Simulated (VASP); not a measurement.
## SiGe: single point with r2SCAN+D3(BJ)

The system is SiGe.

```
Ge Si
1.0
     3.21015    0.00000    0.00000
     0.00000    3.21015    0.00000
     0.00000    0.00000    3.21015
Ge Si
1 1
Direct
  0.00000 0.00000 0.00000
  0.50000 0.50000 0.50000
```

| Property | Result |
| --- | --- |
| Program | VASP 6.6.1 |
| Task | single point |
| Functional | r2SCAN |
| Dispersion | D3(BJ) |
| Potentials or basis | VASP PAW PBE potentials, release 64 (Ge_d, Si) |
| Cutoff | 520 eV |
| k mesh | 6 × 6 × 6 |
| Occupations | fermi-dirac, width 0.02 eV |
| Spin | no spin polarisation |
| Dipole correction | no |
| Further INCAR settings | ALGO = Normal; EDIFF = 1e-07; NBANDS = 16 |

| Item | Value |
| --- | --- |
| Pressure | 0.3 GPa |
| Band gap on the k mesh | zero (band 9 reaches 11.23 eV, above the bottom of band 10 at 5.64 eV) |
| Dispersion energy per atom | -0.184 eV |

Levels at points of the mesh, in eV from the Fermi level:
| k point | band 6 | band 7 | band 8 | band 9 | band 10 | band 11 | band 12 | band 13 |
| --- | --- | --- | --- | --- | --- | --- | --- | --- |
| (0.00, 0.00, 0.00) | -14.35 | -0.42 | -0.42 | -0.42 | -0.39 | 3.83 | 3.83 | 11.11 |
| (0.50, 0.00, 0.00) | -10.82 | -10.26 | 3.14 | 3.14 | 3.34 | 3.34 | 3.93 | 4.64 |
| (0.50, 0.50, 0.00) | -7.81 | -6.73 | -6.15 | -6.15 | 5.08 | 5.64 | 8.09 | 8.09 |
| (0.50, 0.50, 0.50) | -5.21 | -4.04 | -2.45 | -2.45 | -2.45 | -2.17 | -2.17 | -2.17 |

It took 42 s on 1 thread of Intel(R) Xeon(R) Platinum 8259CL CPU @ 2.50GHz (Skylake/Cascade Lake) (shared host), peak memory 0.15 GiB.

Caveat: the PAW data sets were made with another functional, which shifts forces and pressure a little; pairwise dispersion overbinds metals, which lowers pressure and volume.
